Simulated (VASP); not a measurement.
# CoSi (NiAs type) (P6_3/mmc) in VASP: further runs

CoSi (NiAs type) is run at these levels: PBE; tasks: single point.

Everything below comes from runs of VASP 6.6.1. Logs are shortened: lines on timing, memory, paths and dates and some standing lists are left out, and cuts for length are marked.

### Step 1. The cell of the first run

The structure is hexagonal, space group P6_3/mmc (No. 194). The conventional cell has a = 2.946 Å, b = 2.946 Å, c = 4.743 Å, α = 90.00°, β = 90.00°, γ = 120.00°. Within 2.7 Å of Co (site symmetry -3m) lie 6 Si at 2.07 Å and 2 Co at 2.37 Å. Within 2.7 Å of Si (site symmetry -6m2) lie 6 Co at 2.07 Å.

### Step 2. Single point, PBE

INCAR

```
ALGO = Normal
EDIFF = 1E-6
ENCUT = 520
GGA = PE
ISIF = 2
ISMEAR = -1
LASPH = True
LCHARG = True
LELF = True
LREAL = False
LVHAR = True
LWAVE = False
NBANDS = 21
NELM = 100
PREC = Accurate
SIGMA = 0.1
```

KPOINTS

```
k-points
0
Gamma
  12 12 7
```

POSCAR

```
CoSi
1.0
    2.9456265962      0.0000000000      0.0000000000
   -1.4728132981      2.5509874624      0.0000000000
    0.0000000000      0.0000000000      4.7425123429
Co Si
2 2
Direct
    0.0000000000      0.0000000000      0.0000000000
    0.0000000000      0.0000000000      0.5000000000
    0.3333333333      0.6666666667      0.2500000000
    0.6666666667      0.3333333333      0.7500000000
```

Potentials or basis: VASP PAW PBE potentials, release 64 (Co, Si).

Run with:

```bash
cat potpaw_PBE.64/Co/POTCAR potpaw_PBE.64/Si/POTCAR > POTCAR
mpirun -np 1 vasp_std > vasp.out
```

OUTCAR:

```text
EDIFF = 1E-6
   ENCUT = 520
   GGA = PE
   ISIF = 2
   ISMEAR = -1
   LASPH = True
   LREAL = False
   NELM = 100
   PREC = Accurate

 ion  position               nearest neighbor table
   1  0.000  0.000  0.000-   3 2.07   4 2.07   4 2.07   3 2.07   4 2.07   3 2.07   2 2.37   2 2.37

   2  0.000  0.000  0.500-   3 2.07   4 2.07   4 2.07   3 2.07   4 2.07   3 2.07   1 2.37   1 2.37

   3  0.333  0.667  0.250-   1 2.07   2 2.07   1 2.07   2 2.07   1 2.07   2 2.07   4 2.92   4 2.92
                             4 2.92   4 2.92   4 2.92   4 2.92
   4  0.667  0.333  0.750-   1 2.07   2 2.07   1 2.07   2 2.07   1 2.07   2 2.07   3 2.92   3 2.92
                             3 2.92   3 2.92   3 2.92   3 2.92

  LATTYP: Found a hexagonal cell.
 ALAT       =     2.9456265962
 C/A-ratio  =     1.6100181703

  Lattice vectors:

 A1 = (   2.9456265962,   0.0000000000,   0.0000000000)
 A2 = (  -1.4728132981,   2.5509874624,   0.0000000000)
 A3 = (   0.0000000000,   0.0000000000,   4.7425123429)

Analysis of symmetry for initial positions (statically):
=====================================================================
 Subroutine PRICEL returns:
 Original cell was already a primitive cell.

 Routine SETGRP: Setting up the symmetry group for a
 hexagonal supercell.

 Subroutine GETGRP returns: Found 24 space group operations
 (whereof 12 operations were pure point group operations)
 out of a pool of 24 trial point group operations.

The static configuration has the point symmetry D_3d.
 The point group associated with its full space group is D_6h.

Analysis of symmetry for dynamics (positions and initial velocities):
=====================================================================
 Subroutine PRICEL returns:
 Original cell was already a primitive cell.

 Routine SETGRP: Setting up the symmetry group for a
 hexagonal supercell.

 Subroutine GETGRP returns: Found 24 space group operations
 (whereof 12 operations were pure point group operations)
 out of a pool of 24 trial point group operations.

The dynamic configuration has the point symmetry D_3d.
 The point group associated with its full space group is D_6h.

 Subroutine INISYM returns: Found 24 space group operations
 (whereof 12 operations are pure point group operations),
 and found     1 'primitive' translations

----------------------------------------------------------------------------------------

                                     Primitive cell

  volume of cell :      35.6365

  direct lattice vectors                    reciprocal lattice vectors
     2.945626596  0.000000000  0.000000000     0.339486343  0.196002531  0.000000000
    -1.472813298  2.550987462  0.000000000     0.000000000  0.392005063  0.000000000
     0.000000000  0.000000000  4.742512343     0.000000000  0.000000000  0.210858703

  length of vectors
     2.945626596  2.945626596  4.742512343     0.392005063  0.392005063  0.210858703

  position of ions in fractional coordinates (direct lattice)
     0.000000000  0.000000000  0.000000000
     0.000000000  0.000000000  0.500000000
     0.333333333  0.666666667  0.250000000
     0.666666667  0.333333333  0.750000000

  ion indices of the primitive-cell ions
   primitive index   ion index
                 1           1
                 2           2
                 3           3
                 4           4

----------------------------------------------------------------------------------------

 KPOINTS: k-points

Automatic generation of k-mesh.
 Grid dimensions read from file:
 generate k-points for:   12   12    7

 Generating k-lattice:

  Cartesian coordinates                     Fractional coordinates (reciprocal lattice)
     0.028290529  0.016333544  0.000000000     0.083333333  0.000000000  0.000000000
     0.000000000  0.032667089  0.000000000     0.000000000  0.083333333  0.000000000
     0.000000000  0.000000000  0.030122672     0.000000000  0.000000000  0.142857143

  Length of vectors
     0.032667089  0.032667089  0.030122672

  Shift w.r.t. Gamma in fractional coordinates (k-lattice)
     0.000000000  0.000000000  0.000000000

 Subroutine IBZKPT returns following result:
 ===========================================

 Found     76 irreducible k-points:

 Following reciprocal coordinates:
            Coordinates               Weight
  0.000000  0.000000  0.000000      1.000000
  0.083333 -0.000000  0.000000      6.000000
  0.166667  0.000000  0.000000      6.000000
  0.250000 -0.000000  0.000000      6.000000
  0.333333 -0.000000  0.000000      6.000000
  0.416667 -0.000000  0.000000      6.000000
[... 16 lines left out ...]
  0.250000 -0.000000  0.142857     12.000000
  0.333333 -0.000000  0.142857     12.000000
 [... further k-points ...]
   k-points           NKPTS =     76   k-points in BZ     NKDIM =     76   number of bands    NBANDS=     21
   number of dos      NEDOS =    301   number of ions     NIONS =      4
   total plane-waves  NPLWV =  20736
   dimension x,y,z NGX =    24 NGY =   24 NGZ =   36
   dimension x,y,z NGXF=    48 NGYF=   48 NGZF=   72
   ions per type =               2   2
   NGX,Y,Z   is equivalent  to a cutoff of  13.55, 13.55, 12.62 a.u.
   NGXF,Y,Z  is equivalent  to a cutoff of  27.09, 27.09, 25.24 a.u.
 SYSTEM =  unknown system
   PREC   = accura    normal or accurate (medium, high low for compatibility)
   ISTART =      0    job   : 0-new  1-cont  2-samecut
   ICHARG =      2    charge: 1-file 2-atom 10-const
   ISPIN  =      1    spin polarized calculation?
   LNONCOLLINEAR =      F non collinear calculations
   LSORBIT =      F    spin-orbit coupling
   LASPH  =      T    aspherical Exc in radial PAW
   ENCUT  =  520.0 eV  38.22 Ry    6.18 a.u.   5.48  5.48  8.82*2*pi/ulx,y,z
   NELM   =    100;   NELMIN=  2; NELMDL= -5     # of ELM steps
   EDIFF  = 0.1E-05   stopping-criterion for ELM
   LREAL  =      F    real-space projection
   EDIFFG = 0.1E-04   stopping-criterion for IOM
   NSW    =      0    number of steps for IOM
   IBRION =     -1    ionic relax: 0-MD 1-quasi-New 2-CG
   NFREE  =      0    steps in history (QN), initial steepest desc. (CG)
   ISIF   =      2    stress and relaxation
   ISYM   =      2    0-nonsym 1-usesym 2-fastsym
   POTIM  = 0.5000    time-step for ionic-motion
   TEBEG  =    0.0;   TEEND  =   0.0 temperature during run
   PSTRESS=    0.0 pullay stress
   NELECT =      26.0000    total number of electrons
   NUPDOWN=      -1.0000    fix difference up-down
   EMIN   =  10.00;   EMAX   =-10.00  energy-range for DOS
   EFERMI =   0.00;   METHOD = LEGACY
   ISMEAR =    -1;   SIGMA  =   0.10  broadening in eV -4-tet -1-fermi 0-gaus
   EFERMI_NEDOS =   21; number of points for ismear=-14 and -15
   IALGO  =     38    algorithm
   IMIX   =      4    mixing-type and parameters
     AMIX     =   0.40;   BMIX     =  1.00
     AMIX_MAG =   1.60;   BMIX_MAG =  1.00
  volume/ion in A,a.u.               =       8.91        60.12
  Fermi-wavevector in a.u.,A,eV,Ry     =   1.473786  2.785052 29.552472  2.172045
  Thomas-Fermi vector in A             =   2.588637
   LORBIT       =      0    0 simple, 1 ext, 2 COOP (PROOUT), +10 PAW based schemes
   GGA     = PE    functional components
   LHFCALC =     F    Hartree Fock is set to
   AEXX    =    0.0000 exact exchange contribution
   IVDW    =     0    specifies the selected vdW correction
   LEPSILON=     F    determine dielectric tensor
   LRPA    =     F    only Hartree local field effects (RPA)
 non-spin polarized calculation
  energy-cutoff  :      520.00
  volume of cell :       35.64
 maximum number of plane-waves:       985
 NGX is ok and might be reduce to    24
   NGX = 11   NGY = 11   NGZ = 17

 number of electron      25.9999994 magnetization

 Free energy of the ion-electron system (eV)
  ---------------------------------------------------
  ext. energy  EPLUGINS =         0.00000000
  ---------------------------------------------------
  free energy    TOTEN  =       -22.48145451 eV

  energy without entropy =      -22.43202093  energy(sigma->0) =      -22.45673772

 E-fermi :  15.3884     XC(G=0): -13.8143

 val. band max:       15.3324266708   @ k =   0.3333   0.1667   0.0000
 cond. band min:      15.4087293081   @ k =   0.3333   0.0833   0.0000
 fundamental gap:      0.0763026373
 Fermi energy:        15.3883822598

 k-point     1 :       0.0000    0.0000    0.0000
  band No.  band energies     occupation
      1       0.3720      2.00000
      2       6.3521      2.00000
      3       6.6234      2.00000
      4      10.3129      2.00000
      5      10.6226      2.00000
      6      10.6226      2.00000
[... 13 lines left out ...]
     20      24.9069      0.00000
     21      24.9069      0.00000

 k-point     2 :       0.0833   -0.0000    0.0000
  band No.  band energies     occupation
      1       0.5359      2.00000
      2       6.3910      2.00000
      3       6.7893      2.00000
      4      10.3196      2.00000
      5      10.5619      2.00000
      6      10.6464      2.00000
[... 13 lines left out ...]
     20      25.7270      0.00000
     21      25.9918      0.00000

 k-point     3 :       0.1667    0.0000    0.0000
  band No.  band energies     occupation
      1       1.0220      2.00000
      2       6.5003      2.00000
      3       7.2751      2.00000
      4      10.2549      2.00000
      5      10.3525      2.00000
      6      10.6730      2.00000
[... 13 lines left out ...]
     20      26.2258      0.00000
     21      27.2567      0.00000
[... 457 lines left out ...]
 k-point    23 :       0.2500   -0.0000    0.1429
  band No.  band energies     occupation
      1       1.9450      2.00000
      2       5.9334      2.00000
      3       8.6530      2.00000
      4       9.7406      2.00000
      5      10.3974      2.00000
      6      10.7149      2.00000
[... 13 lines left out ...]
     20      24.7658      0.00000
     21      25.7549      0.00000

 k-point    24 :       0.3333   -0.0000    0.1429
  band No.  band energies     occupation
      1       3.0010      2.00000
      2       6.4073      2.00000
      3       8.5945      2.00000
      4       9.2329      2.00000
      5      10.3572      2.00000
      6      10.6218      2.00000
[... 13 lines left out ...]
     20      24.5409      0.00000
     21      25.4227      0.00000

 [... further k-points ...]

------------------------ aborting loop because EDIFF is reached ----------------------------------------

  FORCE on cell =-STRESS in cart. coord.  units (eV):
  Direction    XX          YY          ZZ          XY          YZ          ZX
  --------------------------------------------------------------------------------------
  -------------------------------------------------------------------------------------
  Total       26.8002083     26.8002083     26.7873768      0.0000000      0.0000000      0.0000000
  in kB     1204.9090475   1204.9090476   1204.3321576      0.0000000      0.0000000      0.0000000
  external PRESSURE =    1204.7167509 kB  Pullay stress =       0.0000000 kB

 VOLUME and BASIS-vectors are now :
 -----------------------------------------------------------------------------
  energy-cutoff  :      520.00
  volume of cell :       35.64
      direct lattice vectors                 reciprocal lattice vectors
     2.945626596  0.000000000  0.000000000     0.339486343  0.196002531  0.000000000
    -1.472813298  2.550987462  0.000000000     0.000000000  0.392005063  0.000000000
     0.000000000  0.000000000  4.742512343     0.000000000  0.000000000  0.210858703

 POSITION                                       TOTAL-FORCE (eV/Angst)
 -----------------------------------------------------------------------------------
      0.00000      0.00000      0.00000         0.000000      0.000000     -0.000000
      0.00000      0.00000      2.37126         0.000000      0.000000     -0.000000
     -0.00000      1.70066      1.18563        -0.000000      0.000000      0.000000
      1.47281      0.85033      3.55688         0.000000      0.000000     -0.000000
 -----------------------------------------------------------------------------------
    total drift:                               -0.000000      0.000000      0.000000

  FREE ENERGIE OF THE ION-ELECTRON SYSTEM (eV)
  ---------------------------------------------------
  free  energy   TOTEN  =       -22.4814545115 eV

  energy  without entropy=      -22.4320209332  energy(sigma->0) =      -22.45673772
```

Wall time 42 s (1 thread of Intel Xeon 6975P-C (Granite Rapids), shared host); peak memory 0.18 GiB.

Results:

```yaml
Free_energy: -22.4815 eV
Pressure: 120.5 GPa
Band_gap_on_the_k_mesh: zero (band 13 reaches 17.67 eV, above the bottom of band 14 at 14.24 eV)
```

### Step 3. Single point, PBE

INCAR

```
SYSTEM = CoSi
PREC = Accurate ; ENCUT = 520
EDIFF = 1E-7 ; ISMEAR = -1
SIGMA = 0.1 ; LREAL = .False.
LASPH = .True. ; NELM = 60
ALGO = Normal ; ISIF = 2
LWAVE = .False. ; LCHARG = .True.
GGA = PE ; LELF = .True.
LVHAR = .True. ; NBANDS = 21
```

KPOINTS

```
Automatic mesh
0
Gamma
  12 12 7
  0 0 0
```

POSCAR is that of step 2.

Potentials or basis: VASP PAW PBE potentials, release 64 (Co, Si).

Run with:

```bash
cat potpaw_PBE.64/Co/POTCAR potpaw_PBE.64/Si/POTCAR > POTCAR
mpirun -np 1 vasp_std > vasp.out
```

OUTCAR:

```text
SYSTEM = CoSi
   PREC = Accurate
   ENCUT = 520
   EDIFF = 1E-7
   ISMEAR = -1
   LREAL = .False.
   LASPH = .True.
   NELM = 60
   ISIF = 2
   GGA = PE

 ion  position               nearest neighbor table
   1  0.000  0.000  0.000-   3 2.07   4 2.07   4 2.07   3 2.07   4 2.07   3 2.07   2 2.37   2 2.37

   2  0.000  0.000  0.500-   3 2.07   4 2.07   4 2.07   3 2.07   4 2.07   3 2.07   1 2.37   1 2.37

   3  0.333  0.667  0.250-   1 2.07   2 2.07   1 2.07   2 2.07   1 2.07   2 2.07   4 2.92   4 2.92
                             4 2.92   4 2.92   4 2.92   4 2.92
   4  0.667  0.333  0.750-   1 2.07   2 2.07   1 2.07   2 2.07   1 2.07   2 2.07   3 2.92   3 2.92
                             3 2.92   3 2.92   3 2.92   3 2.92

  LATTYP: Found a hexagonal cell.
 ALAT       =     2.9456265962
 C/A-ratio  =     1.6100181703

  Lattice vectors:

 A1 = (   2.9456265962,   0.0000000000,   0.0000000000)
 A2 = (  -1.4728132981,   2.5509874624,   0.0000000000)
 A3 = (   0.0000000000,   0.0000000000,   4.7425123429)

Analysis of symmetry for initial positions (statically):
=====================================================================
 Subroutine PRICEL returns:
 Original cell was already a primitive cell.

 Routine SETGRP: Setting up the symmetry group for a
 hexagonal supercell.

 Subroutine GETGRP returns: Found 24 space group operations
 (whereof 12 operations were pure point group operations)
 out of a pool of 24 trial point group operations.

The static configuration has the point symmetry D_3d.
 The point group associated with its full space group is D_6h.

Analysis of symmetry for dynamics (positions and initial velocities):
=====================================================================
 Subroutine PRICEL returns:
 Original cell was already a primitive cell.

 Routine SETGRP: Setting up the symmetry group for a
 hexagonal supercell.

 Subroutine GETGRP returns: Found 24 space group operations
 (whereof 12 operations were pure point group operations)
[... 125 lines left out ...]
   IMIX   =      4    mixing-type and parameters
     AMIX     =   0.40;   BMIX     =  1.00
     AMIX_MAG =   1.60;   BMIX_MAG =  1.00
  volume/ion in A,a.u.               =       8.91        60.12
  Fermi-wavevector in a.u.,A,eV,Ry     =   1.473786  2.785052 29.552472  2.172045
  Thomas-Fermi vector in A             =   2.588637
   LORBIT       =      0    0 simple, 1 ext, 2 COOP (PROOUT), +10 PAW based schemes
   GGA     = PE    functional components
   LHFCALC =     F    Hartree Fock is set to
   AEXX    =    0.0000 exact exchange contribution
   IVDW    =     0    specifies the selected vdW correction
   LEPSILON=     F    determine dielectric tensor
   LRPA    =     F    only Hartree local field effects (RPA)
 non-spin polarized calculation
  energy-cutoff  :      520.00
  volume of cell :       35.64
 maximum number of plane-waves:       985
 NGX is ok and might be reduce to    24
   NGX = 11   NGY = 11   NGZ = 17

 number of electron      25.9999994 magnetization

 Free energy of the ion-electron system (eV)
  ---------------------------------------------------
  ext. energy  EPLUGINS =         0.00000000
  ---------------------------------------------------
  free energy    TOTEN  =       -22.48145485 eV

  energy without entropy =      -22.43202338  energy(sigma->0) =      -22.45673911

 E-fermi :  15.3882     XC(G=0): -13.8142

 val. band max:       15.3323227610   @ k =   0.3333   0.1667   0.0000
 cond. band min:      15.4084669809   @ k =   0.3333   0.0833   0.0000
 fundamental gap:      0.0761442199
 Fermi energy:        15.3882210654

 k-point     1 :       0.0000    0.0000    0.0000
  band No.  band energies     occupation
      1       0.3721      2.00000
      2       6.3523      2.00000
      3       6.6234      2.00000
      4      10.3126      2.00000
      5      10.6224      2.00000
      6      10.6224      2.00000
[... 565 lines left out ...]
     20      24.5410      0.00000
     21      25.4228      0.00000

 [... further k-points ...]

------------------------ aborting loop because EDIFF is reached ----------------------------------------

  FORCE on cell =-STRESS in cart. coord.  units (eV):
  Direction    XX          YY          ZZ          XY          YZ          ZX
  --------------------------------------------------------------------------------------
  -------------------------------------------------------------------------------------
  Total       26.8229572     26.8229572     26.8080146      0.0000000      0.0000000      0.0000000
  in kB     1205.9318155   1205.9318155   1205.2600088      0.0000000      0.0000000      0.0000000
  external PRESSURE =    1205.7078799 kB  Pullay stress =       0.0000000 kB

 VOLUME and BASIS-vectors are now :
 -----------------------------------------------------------------------------
  energy-cutoff  :      520.00
  volume of cell :       35.64
      direct lattice vectors                 reciprocal lattice vectors
     2.945626596  0.000000000  0.000000000     0.339486343  0.196002531  0.000000000
    -1.472813298  2.550987462  0.000000000     0.000000000  0.392005063  0.000000000
     0.000000000  0.000000000  4.742512343     0.000000000  0.000000000  0.210858703

 POSITION                                       TOTAL-FORCE (eV/Angst)
 -----------------------------------------------------------------------------------
      0.00000      0.00000      0.00000        -0.000000     -0.000000     -0.000000
      0.00000      0.00000      2.37126        -0.000000     -0.000000     -0.000000
     -0.00000      1.70066      1.18563        -0.000000      0.000000     -0.000000
      1.47281      0.85033      3.55688         0.000000      0.000000      0.000000
 -----------------------------------------------------------------------------------
    total drift:                               -0.000000      0.000000      0.000000

  FREE ENERGIE OF THE ION-ELECTRON SYSTEM (eV)
  ---------------------------------------------------
  free  energy   TOTEN  =       -22.4814548461 eV

  energy  without entropy=      -22.4320233769  energy(sigma->0) =      -22.45673911
```

stdout:

```text
POSCAR found type information on POSCAR CoSi
 POSCAR found :  2 types and       4 ions
 scaLAPACK will be used
 LDA part: xc-table for (Slater+PW92), standard interpolation
 POSCAR, INCAR and KPOINTS ok, starting setup
 FFT: planning ... GRIDC
 FFT: planning ... GRID_SOFT
 FFT: planning ... GRID
 WAVECAR not read
 entering main loop
```

Wall time 47 s (1 thread of Intel Xeon 6975P-C (Granite Rapids), shared host); peak memory 0.19 GiB.

What came out:

```yaml
Free_energy: -22.4815 eV
Pressure: 120.6 GPa
Band_gap_on_the_k_mesh: zero (band 13 reaches 17.67 eV, above the bottom of band 14 at 14.24 eV)
```

Levels at points of the mesh, in eV from the Fermi level:
```csv
k point,band 9,band 10,band 11,band 12,band 13,band 14,band 15,band 16,band 17,band 18
"(0.00, 0.00, 0.00)",-3.28,-3.28,-1.43,-1.43,1.05,5.49,5.49,7.00,8.05,8.90
"(0.50, 0.00, 0.00)",-2.22,-2.03,-1.77,-1.26,-1.13,-0.84,0.19,3.66,4.33,7.71
```
